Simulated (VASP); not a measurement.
# Sr (Fm-3m) in VASP: single point with PBE

Aim: the single point of Sr with PBE.

Everything below comes from runs of VASP 6.6.1. Logs are shortened: lines on timing, memory, paths and dates and some standing lists are left out, and cuts for length are marked.

### 1 The cell of the first run

It takes space group Fm-3m (No. 225, cubic). The conventional cell has a = 6.023 Å, b = 6.023 Å, c = 6.023 Å, α = 90.00°, β = 90.00°, γ = 90.00°. Within 5.6 Å of Sr (site symmetry m-3m) lie 12 Sr at 4.26 Å.

### 2 Single point, PBE, non-collinear spin, zero start, spin-orbit coupling

INCAR

```
SYSTEM = Sr
  ALGO = Normal
  EDIFF = 1E-7
  ENCUT = 520
  GGA = PE
  GGA_COMPAT = .FALSE.
  ISIF = 2
  ISMEAR = 0
  LASPH = .TRUE.
  LCHARG = .FALSE.
  LORBIT = 11
  LORBMOM = .TRUE.
  LREAL = .FALSE.
  LSORBIT = .TRUE.
  LWAVE = .FALSE.
  MAGMOM = 0 0 0
  NBANDS = 21
  NELM = 150
  PREC = Accurate
  SIGMA = 0.05
```

KPOINTS

```
k-points
0
G
  12 12 12
  0 0 0
```

POSCAR

```
Sr
1.0
    0.0000000000      3.0114282139      3.0114282139
    3.0114282139      0.0000000000      3.0114282139
    3.0114282139      3.0114282139      0.0000000000
Sr
1
Direct
    0.0000000000      0.0000000000      0.0000000000
```

Potentials or basis: VASP PAW PBE potentials, release 64 (Sr_sv).

Command:

```
cat potpaw_PBE.64/Sr_sv/POTCAR > POTCAR
mpirun -np 1 vasp_ncl > vasp.out
```

OUTCAR:

```text
SYSTEM = Sr
   EDIFF = 1E-7
   ENCUT = 520
   GGA = PE
   ISIF = 2
   ISMEAR = 0
   LASPH = .TRUE.
   LORBIT = 11
   LREAL = .FALSE.
   LSORBIT = .TRUE.
   NELM = 150
   PREC = Accurate

 ion  position               nearest neighbor table
   1  0.000  0.000  0.000-

  LATTYP: Found a face centered cubic cell.
 ALAT       =     6.0228564278

  Lattice vectors:

 A1 = (   0.0000000000,   3.0114282139,   3.0114282139)
 A2 = (   3.0114282139,   0.0000000000,   3.0114282139)
 A3 = (   3.0114282139,   3.0114282139,   0.0000000000)

Analysis of symmetry for initial positions (statically):
=====================================================================
 Subroutine PRICEL returns:
 Original cell was already a primitive cell.

 Routine SETGRP: Setting up the symmetry group for a
 face centered cubic supercell.

 Subroutine GETGRP returns: Found 48 space group operations
 (whereof 48 operations were pure point group operations)
 out of a pool of 48 trial point group operations.

The static configuration has the point symmetry O_h .

Analysis of symmetry for dynamics (positions and initial velocities):
=====================================================================
 Subroutine PRICEL returns:
 Original cell was already a primitive cell.

 Routine SETGRP: Setting up the symmetry group for a
 face centered cubic supercell.

 Subroutine GETGRP returns: Found 48 space group operations
 (whereof 48 operations were pure point group operations)
 out of a pool of 48 trial point group operations.

The dynamic configuration has the point symmetry O_h .

Analysis of structural, dynamic, and magnetic symmetry:
=====================================================================
 Subroutine PRICEL returns:
 Original cell was already a primitive cell.

 Routine SETGRP: Setting up the symmetry group for a
 face centered cubic supercell.

 Subroutine GETGRP returns: Found 48 space group operations
 (whereof 48 operations were pure point group operations)
 out of a pool of 48 trial point group operations.

The overall configuration has the point symmetry O_h .

 Subroutine INISYM returns: Found 48 space group operations
 (whereof 48 operations are pure point group operations),
 and found     1 'primitive' translations

----------------------------------------------------------------------------------------

                                     Primitive cell

  volume of cell :      54.6195

  direct lattice vectors                    reciprocal lattice vectors
     0.000000000  3.011428214  3.011428214    -0.166034175  0.166034175  0.166034175
     3.011428214  0.000000000  3.011428214     0.166034175 -0.166034175  0.166034175
     3.011428214  3.011428214  0.000000000     0.166034175  0.166034175 -0.166034175

  length of vectors
     4.258802622  4.258802622  4.258802622     0.287579627  0.287579627  0.287579627

  position of ions in fractional coordinates (direct lattice)
     0.000000000  0.000000000  0.000000000

  ion indices of the primitive-cell ions
   primitive index   ion index
                 1           1

----------------------------------------------------------------------------------------

 KPOINTS: k-points

Automatic generation of k-mesh.
 Grid dimensions read from file:
 generate k-points for:   12   12   12

 Generating k-lattice:

  Cartesian coordinates                     Fractional coordinates (reciprocal lattice)
    -0.013836181  0.013836181  0.013836181     0.083333333  0.000000000  0.000000000
     0.013836181 -0.013836181  0.013836181     0.000000000  0.083333333  0.000000000
     0.013836181  0.013836181 -0.013836181     0.000000000  0.000000000  0.083333333

  Length of vectors
     0.023964969  0.023964969  0.023964969

  Shift w.r.t. Gamma in fractional coordinates (k-lattice)
     0.000000000  0.000000000  0.000000000

[... 40 lines left out ...]
 SYSTEM =  Sr
   PREC   = accura    normal or accurate (medium, high low for compatibility)
   ISTART =      0    job   : 0-new  1-cont  2-samecut
   ICHARG =      2    charge: 1-file 2-atom 10-const
   ISPIN  =      1    spin polarized calculation?
   LNONCOLLINEAR =      T non collinear calculations
   LSORBIT =      T    spin-orbit coupling
   LASPH  =      T    aspherical Exc in radial PAW
   ENCUT  =  520.0 eV  38.22 Ry    6.18 a.u.   7.92  7.92  7.92*2*pi/ulx,y,z
   NELM   =    150;   NELMIN=  2; NELMDL= -5     # of ELM steps
   EDIFF  = 0.1E-06   stopping-criterion for ELM
   LREAL  =      F    real-space projection
   EDIFFG = 0.1E-05   stopping-criterion for IOM
   NSW    =      0    number of steps for IOM
   IBRION =     -1    ionic relax: 0-MD 1-quasi-New 2-CG
   NFREE  =      0    steps in history (QN), initial steepest desc. (CG)
   ISIF   =      2    stress and relaxation
   ISYM   =      2    0-nonsym 1-usesym 2-fastsym
   POTIM  = 0.5000    time-step for ionic-motion
   TEBEG  =    0.0;   TEEND  =   0.0 temperature during run
   PSTRESS=    0.0 pullay stress
   NELECT =      10.0000    total number of electrons
   NUPDOWN=      -1.0000    fix difference up-down
   EMIN   =  10.00;   EMAX   =-10.00  energy-range for DOS
   EFERMI =   0.00;   METHOD = LEGACY
   ISMEAR =     0;   SIGMA  =   0.05  broadening in eV -4-tet -1-fermi 0-gaus
   EFERMI_NEDOS =   21; number of points for ismear=-14 and -15
   IALGO  =     38    algorithm
   IMIX   =      4    mixing-type and parameters
     AMIX     =   0.40;   BMIX     =  1.00
     AMIX_MAG =   1.60;   BMIX_MAG =  1.00
  volume/ion in A,a.u.               =      54.62       368.59
  Fermi-wavevector in a.u.,A,eV,Ry     =   0.929592  1.756674 11.757353  0.864141
  Thomas-Fermi vector in A             =   2.055891
   LORBIT       =     11    0 simple, 1 ext, 2 COOP (PROOUT), +10 PAW based schemes
   GGA     = PE    functional components
   LHFCALC =     F    Hartree Fock is set to
   AEXX    =    0.0000 exact exchange contribution
   IVDW    =     0    specifies the selected vdW correction
   LEPSILON=     F    determine dielectric tensor
   LRPA    =     F    only Hartree local field effects (RPA)
 Gauss-broadening in eV      SIGMA  =   0.05
  energy-cutoff  :      520.00
  volume of cell :       54.62
 maximum number of plane-waves:      2968
   NGX = 15   NGY = 15   NGZ = 15

 number of electron      10.0000000 magnetization       0.0000000      0.0000000      0.0000000

 number of electron      10.0000000 magnetization      -0.0000000      0.0000000     -0.0000000

 number of electron      10.0000000 magnetization       0.0000000     -0.0000000      0.0000000

 Free energy of the ion-electron system (eV)
  ---------------------------------------------------
  ext. energy  EPLUGINS =         0.00000000
  ---------------------------------------------------
  free energy    TOTEN  =        -1.72539339 eV

  energy without entropy =       -1.72359719  energy(sigma->0) =       -1.72449529

 E-fermi :   1.6088     XC(G=0):  -7.3701

 val. band max:        1.5885976953   @ k =  -0.3333   0.3333   0.1667
 cond. band min:       1.6172089419   @ k =  -0.4167   0.2500   0.0000
 fundamental gap:      0.0286112466
 Fermi energy:         1.6087538165

 k-point     1 :       0.0000    0.0000    0.0000
  band No.  band energies     occupation
      1     -34.9911      1.00000
      2     -34.9911      1.00000
      3     -17.6564      1.00000
      4     -17.6564      1.00000
      5     -16.5108      1.00000
      6     -16.5108      1.00000
[... 565 lines left out ...]
     20       6.4498      0.00000
     21       7.1328      0.00000

 [... further k-points ...]
[... 5 lines left out ...]
  --------------------------------------------------------------------------------------
  -------------------------------------------------------------------------------------
  Total       -0.0084942     -0.0084942     -0.0084942     -0.0000000     -0.0000000     -0.0000000
  in kB       -0.2491631     -0.2491631     -0.2491631     -0.0000000     -0.0000000     -0.0000000
  external PRESSURE =      -0.2491631 kB  Pullay stress =       0.0000000 kB

 VOLUME and BASIS-vectors are now :
 -----------------------------------------------------------------------------
  energy-cutoff  :      520.00
  volume of cell :       54.62
      direct lattice vectors                 reciprocal lattice vectors
     0.000000000  3.011428214  3.011428214    -0.166034175  0.166034175  0.166034175
     3.011428214  0.000000000  3.011428214     0.166034175 -0.166034175  0.166034175
     3.011428214  3.011428214  0.000000000     0.166034175  0.166034175 -0.166034175

 POSITION                                       TOTAL-FORCE (eV/Angst)
 -----------------------------------------------------------------------------------
      0.00000      0.00000      0.00000         0.000000      0.000000      0.000000
 -----------------------------------------------------------------------------------
    total drift:                               -0.000000      0.000000     -0.000000

  FREE ENERGIE OF THE ION-ELECTRON SYSTEM (eV)
  ---------------------------------------------------
  free  energy   TOTEN  =        -1.7253933895 eV

  energy  without entropy=       -1.7235971923  energy(sigma->0) =       -1.72449529

 orbital moment (x)

 # of ion     p       d       tot
 ----------------------------------------
  1         0.000   0.000   0.000
 ----------------------------------------
            0.000   0.000   0.000

 orbital moment (y)

 # of ion     p       d       tot
 ----------------------------------------
  1         0.000   0.000   0.000
 ----------------------------------------
            0.000   0.000   0.000

 orbital moment (z)

 # of ion     p       d       tot
 ----------------------------------------
  1         0.000  -0.000  -0.000
 ----------------------------------------
            0.000  -0.000  -0.000

 Spin-Orbit-Coupling matrix elements

 Ion:    1  E_soc:     -0.1775121
 l=   1
     0.0000000    -0.0295938    -0.0295938
    -0.0295938     0.0000000    -0.0295938
    -0.0295938    -0.0295938     0.0000000
 l=   2
     0.0000000     0.0000051     0.0000000     0.0000051     0.0000033
     0.0000051     0.0000000     0.0000025     0.0000051     0.0000008
     0.0000000     0.0000025     0.0000000     0.0000025     0.0000000
     0.0000051     0.0000051     0.0000025     0.0000000     0.0000008
     0.0000033     0.0000008     0.0000000     0.0000008     0.0000000
 l=   3
     0.0000000     0.0000000     0.0000000     0.0000000     0.0000000     0.0000000     0.0000000
     0.0000000     0.0000000     0.0000000     0.0000000     0.0000000     0.0000000     0.0000000
     0.0000000     0.0000000     0.0000000     0.0000000     0.0000000     0.0000000     0.0000000
     0.0000000     0.0000000     0.0000000     0.0000000     0.0000000     0.0000000     0.0000000
     0.0000000     0.0000000     0.0000000     0.0000000     0.0000000     0.0000000     0.0000000
     0.0000000     0.0000000     0.0000000     0.0000000     0.0000000     0.0000000     0.0000000
     0.0000000     0.0000000     0.0000000     0.0000000     0.0000000     0.0000000     0.0000000

 total charge

# of ion       s       p       d       tot
------------------------------------------
    1        2.065   5.732   0.135   7.932

 magnetization (x)

# of ion       s       p       d       tot
------------------------------------------
    1        0.000  -0.000   0.000   0.000

 magnetization (y)

# of ion       s       p       d       tot
------------------------------------------
    1        0.000   0.000  -0.000   0.000

 magnetization (z)

# of ion       s       p       d       tot
------------------------------------------
    1        0.000   0.000   0.000   0.000
```

Wall time 100 s (1 thread of AMD EPYC 9R14 (Zen 4), shared host); peak memory 0.33 GiB.

What came out:

```yaml
Free_energy: -1.7254 eV
Pressure: 0.0 GPa
Net_moment: 0.00 μB per cell
Valence_electrons_inside_the_program's_atomic_spheres: Sr 7.93
```

Moments on the atoms (μB; x, y, z):
```
Sr  0.00 0.00 0.00
```
